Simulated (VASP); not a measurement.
# TiB2 in VASP: a series of runs

Runs on TiB2. Level: PBEsol. Tasks: electric field gradients.

Everything below comes from runs of VASP 6.6.1. Logs are shortened: lines on timing, memory, paths and dates and some standing lists are left out, and cuts for length are marked.

## 1. The cell of the first run

It takes space group P6/mmm (No. 191, hexagonal). Conventional cell: a = 3.029 Å, b = 3.029 Å, c = 3.228 Å, α = 90.00°, β = 90.00°, γ = 120.00°. Ti (site symmetry 6/mmm) has 12 B at 2.38 Å and 6 Ti at 3.03 Å within 3.1 Å. Within 2.3 Å of B (site symmetry -6m2) lie 3 B at 1.75 Å.

## 2. Electric field gradients, PBEsol

File INCAR:

```
PREC = Accurate
ENCUT = 520
EDIFF = 1E-8
ISMEAR = -1
SIGMA = 0.03
LREAL = F
LASPH = T
NELM = 80
ALGO = Normal
ISIF = 2
LWAVE = F
LCHARG = F
GGA = PS
LEFG = T
NBANDS = 16
```

File KPOINTS:

```
Automatic mesh
0
Gamma
  14 14 11
```

File POSCAR:

```
TiB2
1.0
    3.0291982016      0.0000000000      0.0000000000
   -1.5145991008      2.6233625957      0.0000000000
    0.0000000000      0.0000000000      3.2284000000
Ti B
1 2
Direct
    0.0000000000      0.0000000000      0.0000000000
    0.3333333333      0.6666666667      0.5000000000
    0.6666666667      0.3333333333      0.5000000000
```

Potentials or basis: VASP PAW PBE potentials, release 64 (Ti_sv, B).

Command:

```
$ cat potpaw_PBE.64/Ti_sv/POTCAR potpaw_PBE.64/B/POTCAR > POTCAR
$ mpirun -np 1 vasp_std > vasp.out
```

OUTCAR:

```text
PREC = Accurate
   ENCUT = 520
   EDIFF = 1E-8
   ISMEAR = -1
   LREAL = F
   LASPH = T
   NELM = 80
   ISIF = 2
   GGA = PS

 ion  position               nearest neighbor table
   1  0.000  0.000  0.000-   2 2.38   3 2.38   2 2.38   3 2.38   3 2.38   3 2.38   2 2.38   2 2.38
                             3 2.38   3 2.38   2 2.38   2 2.38
   2  0.333  0.667  0.500-   3 1.75   3 1.75   3 1.75   1 2.38   1 2.38   1 2.38   1 2.38   1 2.38
                             1 2.38
   3  0.667  0.333  0.500-   2 1.75   2 1.75   2 1.75   1 2.38   1 2.38   1 2.38   1 2.38   1 2.38
                             1 2.38

  LATTYP: Found a hexagonal cell.
 ALAT       =     3.0291982016
 C/A-ratio  =     1.0657605693

  Lattice vectors:

 A1 = (   3.0291982016,   0.0000000000,   0.0000000000)
 A2 = (  -1.5145991008,   2.6233625957,   0.0000000000)
 A3 = (   0.0000000000,   0.0000000000,   3.2284000000)

Analysis of symmetry for initial positions (statically):
=====================================================================
 Subroutine PRICEL returns:
 Original cell was already a primitive cell.

 Routine SETGRP: Setting up the symmetry group for a
 hexagonal supercell.

 Subroutine GETGRP returns: Found 24 space group operations
 (whereof 24 operations were pure point group operations)
 out of a pool of 24 trial point group operations.

The static configuration has the point symmetry D_6h.

Analysis of symmetry for dynamics (positions and initial velocities):
=====================================================================
 Subroutine PRICEL returns:
 Original cell was already a primitive cell.

 Routine SETGRP: Setting up the symmetry group for a
 hexagonal supercell.

 Subroutine GETGRP returns: Found 24 space group operations
 (whereof 24 operations were pure point group operations)
 out of a pool of 24 trial point group operations.

The dynamic configuration has the point symmetry D_6h.

 Subroutine INISYM returns: Found 24 space group operations
 (whereof 24 operations are pure point group operations),
 and found     1 'primitive' translations

[... 138 lines left out ...]
  ext. energy  EPLUGINS =         0.00000000
  ---------------------------------------------------
  free energy    TOTEN  =       -25.78397086 eV

  energy without entropy =      -25.78287545  energy(sigma->0) =      -25.78342316

 E-fermi :   9.9376     XC(G=0): -12.8721

 val. band max:        9.8705643699   @ k =   0.0714   0.0714   0.2727
 cond. band min:       9.9458900845   @ k =   0.0714  -0.0000   0.2727
 fundamental gap:      0.0753257145
 Fermi energy:         9.9376427865

 k-point     1 :       0.0000    0.0000    0.0000
  band No.  band energies     occupation
      1     -46.7934      2.00000
      2     -23.2541      2.00000
      3     -22.9314      2.00000
      4     -22.9314      2.00000
      5      -3.5635      2.00000
      6       7.3135      2.00000
[... 433 lines left out ...]
      3     -23.1847      2.00000
      4     -23.1750      2.00000
      5       1.3910      2.00000
      6       1.6119      2.00000
[... 8 lines left out ...]
     15      19.6191      0.00000
     16      20.3992      0.00000

 [... further k-points ...]

------------------------ aborting loop because EDIFF is reached ----------------------------------------

  FORCE on cell =-STRESS in cart. coord.  units (eV):
  Direction    XX          YY          ZZ          XY          YZ          ZX
  --------------------------------------------------------------------------------------
  -------------------------------------------------------------------------------------
  Total       -0.6110019     -0.6110019     -1.0858661      0.0000000     -0.0000000     -0.0000000
  in kB      -38.1574902    -38.1574902    -67.8130879      0.0000000     -0.0000000     -0.0000000
  external PRESSURE =     -48.0426894 kB  Pullay stress =       0.0000000 kB

 VOLUME and BASIS-vectors are now :
 -----------------------------------------------------------------------------
  energy-cutoff  :      520.00
  volume of cell :       25.66
      direct lattice vectors                 reciprocal lattice vectors
     3.029198202  0.000000000  0.000000000     0.330120360  0.190595079  0.000000000
    -1.514599101  2.623362596  0.000000000     0.000000000  0.381190157  0.000000000
     0.000000000  0.000000000  3.228400000     0.000000000  0.000000000  0.309750960

 POSITION                                       TOTAL-FORCE (eV/Angst)
 -----------------------------------------------------------------------------------
      0.00000      0.00000      0.00000        -0.000000      0.000000     -0.000000
     -0.00000      1.74891      1.61420        -0.000000     -0.000000     -0.000000
      1.51460      0.87445      1.61420         0.000000      0.000000      0.000000
 -----------------------------------------------------------------------------------
    total drift:                               -0.000000      0.000000      0.000000

  FREE ENERGIE OF THE ION-ELECTRON SYSTEM (eV)
  ---------------------------------------------------
  free  energy   TOTEN  =       -25.7839708618 eV

  energy  without entropy=      -25.7828754515  energy(sigma->0) =      -25.78342316

 Electric field gradients (V/A^2)
---------------------------------------------------------------------
 ion       V_xx      V_yy      V_zz      V_xy      V_xz      V_yz
---------------------------------------------------------------------
   1      -9.298    -9.299    18.597    -0.001     0.000    -0.000
   2      -2.313    -2.313     4.625     0.000     0.000    -0.000
   3      -2.313    -2.313     4.625     0.000     0.000     0.000
---------------------------------------------------------------------

 Electric field gradients after diagonalization (V/A^2)
 (convention: |V_zz| > |V_xx| > |V_yy|)
----------------------------------------------------------------------
 ion       V_xx      V_yy      V_zz     asymmetry (V_yy - V_xx)/ V_zz
----------------------------------------------------------------------
   1      -9.300    -9.297    18.597       0.000
   2      -2.313    -2.313     4.625       0.000
   3      -2.313    -2.313     4.625       0.000
----------------------------------------------------------------------

           NMR quadrupolar parameters

 Cq : quadrupolar parameter    Cq=e*Q*V_zz/h
 eta: asymmetry parameters     (V_yy - V_xx)/ V_zz
 Q  : nuclear electric quadrupole moment in mb (millibarn)
----------------------------------------------------------------------
 ion       Cq(MHz)       eta       Q (mb)
----------------------------------------------------------------------
   1       0.045       0.000       1.000
   2       0.011       0.000       1.000
   3       0.011       0.000       1.000
----------------------------------------------------------------------
```

stdout:

```text
POSCAR found type information on POSCAR TiB
 POSCAR found :  2 types and       3 ions
 scaLAPACK will be used
 -----------------------------------------------------------------------------
|                                                                             |
|                                                                             |
|     You enforced a specific xc type in the INCAR file but a different       |
|     I HOPE YOU KNOW WHAT YOU ARE DOING!                                     |
|                                                                             |
 -----------------------------------------------------------------------------

 LDA part: xc-table for (Slater+PW92), standard interpolation
 POSCAR, INCAR and KPOINTS ok, starting setup
 FFT: planning ... GRIDC
 FFT: planning ... GRID_SOFT
 FFT: planning ... GRID
 WAVECAR not read
 entering main loop
ion   1

ion   2

ion   3
```

It took 30 s on 1 thread of Intel Xeon Platinum 8375C at 2.90GHz (Ice Lake), shared host; peak memory 0.18 GiB.

What came out:

| Quantity | Value |
| --- | --- |
| Free energy | -25.7840 eV |
| Pressure | -4.8 GPa |
| Band gap on the k mesh | zero (band 9 reaches 10.38 eV, above the bottom of band 10 at 9.75 eV) |

Levels at points of the mesh, in eV from the Fermi level:
| k point | band 5 | band 6 | band 7 | band 8 | band 9 | band 10 | band 11 | band 12 | band 13 | band 14 |
| --- | --- | --- | --- | --- | --- | --- | --- | --- | --- | --- |
| (0.00, 0.00, 0.00) | -13.50 | -2.62 | -2.62 | -2.34 | -2.18 | 1.86 | 1.86 | 3.65 | 3.65 | 5.73 |
| (0.50, 0.00, 0.00) | -9.39 | -9.21 | -3.28 | -3.26 | -2.32 | 1.30 | 2.73 | 3.21 | 3.35 | 7.39 |

Electric field gradients, principal values (V/Å²):
| atom | least | middle | greatest (by size) |
| --- | --- | --- | --- |
| 1 Ti | -9.297 | -9.300 | 18.597 |
| 2 B | -2.313 | -2.313 | 4.625 |
| 3 B | -2.313 | -2.313 | 4.625 |

Caveat: without QUAD_EFG the Cq values of the log hold for a quadrupole moment of 1 mb, not for the nuclei; the PAW data sets were made with another functional, which shifts forces and pressure a little.

## 3. Electric field gradients, PBEsol (equal xy, yz and zx shear strains of +2 %)

File INCAR:

```
  ALGO = Normal
  EDIFF = 1E-8
  ENCUT = 520
  GGA = PS
  ISIF = 2
  ISMEAR = -1
  LASPH = T
  LCHARG = F
  LEFG = T
  LREAL = F
  LWAVE = F
  NBANDS = 16
  NELM = 100
  PREC = Accurate
  SIGMA = 0.03
```

File KPOINTS:

```
k-points
0
Gamma
  14 14 11
```

File POSCAR:

```
TiB2
1.0
    3.0291982016      0.0302919820      0.0302919820
   -1.4883654748      2.6082166047      0.0110876350
    0.0322840000      0.0322840000      3.2284000000
Ti B
1 2
Direct
    0.0000000000      0.0000000000      0.0000000000
    0.3333333333      0.6666666667      0.5000000000
    0.6666666667      0.3333333333      0.5000000000
```

Potentials or basis: VASP PAW PBE potentials, release 64 (Ti_sv, B).

Command:

```
$ cat potpaw_PBE.64/Ti_sv/POTCAR potpaw_PBE.64/B/POTCAR > POTCAR
$ mpirun -np 1 vasp_std > vasp.out
```

OUTCAR:

```text
EDIFF = 1E-8
   ENCUT = 520
   GGA = PS
   ISIF = 2
   ISMEAR = -1
   LASPH = T
   LREAL = F
   NELM = 100
   PREC = Accurate

 ion  position               nearest neighbor table
   1  0.000  0.000  0.000-   2 2.36   3 2.36   3 2.36   2 2.36   3 2.36   2 2.36   2 2.38   3 2.38
                             3 2.40   2 2.40   3 2.42   2 2.42
   2  0.333  0.667  0.500-   3 1.73   3 1.75   3 1.76   1 2.36   1 2.36   1 2.36   1 2.38   1 2.40
                             1 2.42
   3  0.667  0.333  0.500-   2 1.73   2 1.75   2 1.76   1 2.36   1 2.36   1 2.36   1 2.38   1 2.40
                             1 2.42

  LATTYP: Found a triclinic cell.
 ALAT       =     5.2472498377
 B/A-ratio  =     0.5723042227
 C/A-ratio  =     0.6153171516
 COS(alpha) =     0.0074204947
 COS(beta)  =     0.0200959808
 COS(gamma) =     0.8635246262

  Lattice vectors:

[... 660 lines left out ...]
    -1.488365475  2.608216605  0.011087635    -0.003774907  0.381265655 -0.003774907
     0.032284000  0.032284000  3.228400000    -0.003067449 -0.003067449  0.309812309

 POSITION                                       TOTAL-FORCE (eV/Angst)
 -----------------------------------------------------------------------------------
      0.00000      0.00000      0.00000         0.000000      0.000000      0.000000
      0.03363      1.76505      1.63169        -0.069438      0.006989     -0.003288
      1.53949      0.90574      1.63809         0.069438     -0.006989      0.003288
 -----------------------------------------------------------------------------------
    total drift:                               -0.000000      0.000000      0.000000

  FREE ENERGIE OF THE ION-ELECTRON SYSTEM (eV)
  ---------------------------------------------------
  free  energy   TOTEN  =       -25.7588106033 eV

  energy  without entropy=      -25.7577139145  energy(sigma->0) =      -25.75826226

 Electric field gradients (V/A^2)
---------------------------------------------------------------------
 ion       V_xx      V_yy      V_zz      V_xy      V_xz      V_yz
---------------------------------------------------------------------
   1      -9.217    -9.260    18.476     5.373    10.066    10.075
   2      -2.325    -2.301     4.626     0.925     0.718     0.719
   3      -2.325    -2.301     4.626     0.925     0.718     0.719
---------------------------------------------------------------------

 Electric field gradients after diagonalization (V/A^2)
 (convention: |V_zz| > |V_xx| > |V_yy|)
----------------------------------------------------------------------
 ion       V_xx      V_yy      V_zz     asymmetry (V_yy - V_xx)/ V_zz
----------------------------------------------------------------------
   1     -14.611   -10.795    25.406       0.150
   2      -3.238    -1.555     4.793       0.351
   3      -3.238    -1.555     4.793       0.351
----------------------------------------------------------------------

           NMR quadrupolar parameters

 Cq : quadrupolar parameter    Cq=e*Q*V_zz/h
 eta: asymmetry parameters     (V_yy - V_xx)/ V_zz
 Q  : nuclear electric quadrupole moment in mb (millibarn)
----------------------------------------------------------------------
 ion       Cq(MHz)       eta       Q (mb)
----------------------------------------------------------------------
   1       0.061       0.150       1.000
   2       0.012       0.351       1.000
   3       0.012       0.351       1.000
----------------------------------------------------------------------
```

Run time: 3.3 min. Hardware: 1 thread of Intel Xeon Platinum 8375C at 2.90GHz (Ice Lake), shared host; peak memory 0.51 GiB.

Results:

```
Free energy            : -25.7588 eV
Pressure               : -4.5 GPa
Largest force          : 0.070 eV/Å
Band gap on the k mesh : zero (band 9 reaches 10.29 eV, above the bottom of band 10 at 9.70 eV)
```

Forces in eV/Å, atoms in the order of the input:
```
Ti   0.000  0.000  0.000
B   -0.069  0.007 -0.003
B    0.069 -0.007  0.003
```

Electric field gradients, principal values (V/Å²):
```tsv
atom	least	middle	greatest (by size)
1 Ti	-10.795	-14.611	25.406
2 B	-1.555	-3.238	4.793
3 B	-1.555	-3.238	4.793
```

Caveat: the cell differs from its parent crystal (equal xy, yz and zx shear strains of +2 %); without QUAD_EFG the Cq values of the log hold for a quadrupole moment of 1 mb, not for the nuclei; the PAW data sets were made with another functional, which shifts forces and pressure a little.

(Part 1 of 3 ends here.)
